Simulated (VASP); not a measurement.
Input of a VASP 6.6.1 run:

Contents of INCAR:

```
  ALGO = Normal
  EDIFF = 1E-6
  ENCUT = 510
  GGA = PS
  GGA_COMPAT = F
  ISIF = 2
  ISMEAR = -1
  LASPH = T
  LCHARG = F
  LREAL = F
  LWAVE = F
  NBANDS = 38
  NELM = 120
  PREC = Accurate
  SIGMA = 0.05
```

The input KPOINTS:

```
k-points
0
Gamma
  7 7 5
```

File POSCAR:

```
As
1.0
    1.7885000000     -5.3900000000      0.0000000000
    1.7885000000      5.3900000000      0.0000000000
    0.0000000000      0.0000000000      4.4700000000
As
4
Direct
    0.3900000000      0.6100000000      0.5600000000
    0.8900000000      0.1100000000      0.9400000000
    0.6100000000      0.3900000000      0.4400000000
    0.1100000000      0.8900000000      0.0600000000
```

Potentials or basis: VASP PAW PBE potentials, release 64 (As_d).

Command:

```bash
$ cat potpaw_PBE.64/As_d/POTCAR > POTCAR
$ mpirun -np 1 vasp_std > vasp.out
```

(1) Estimate the largest force.

(2) What does it give for the pressure?

(3) Predict the band gap on the k mesh.

Answers

(1) 0.414 eV/Å.

(2) 2.9 GPa.

(3) zero (bands 30 and 31 overlap by 0.13 eV).

Caveat: the PAW data sets were made with another functional, which shifts forces and pressure a little.
